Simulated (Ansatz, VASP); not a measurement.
# Si: VASP beside Ansatz

```
Si
1.0
     0.00000    2.72212    2.72212
     2.72212    0.00000    2.72212
     2.72212    2.72212    0.00000
Si
2
Direct
  0.00000 0.00000 0.00000
  0.25000 0.25000 0.25000
```

Alike in both runs: task single point; functional r2SCAN; k mesh 6 × 6 × 6; occupations methfessel-paxton of order 1, width 0.001 eV; no spin polarisation.

|  | VASP | Ansatz |
| --- | --- | --- |
| version | VASP 6.6.1 | Ansatz 0.2.0 |
| potentials or method | VASP PAW PBE potentials, release 64 (Si) | plane waves |
| plane-wave cutoff (eV) | 520 | 500 |
| valence electrons in the cell | 8 | 8 |

```csv
,VASP,Ansatz,Ansatz less VASP
gap on the k mesh at the Fermi level (eV),0.93,0.92,-0.015
pressure (GPa),-0.2,0.1,+0.24
```

VASP's potentials were made for PBE, not for r2SCAN.
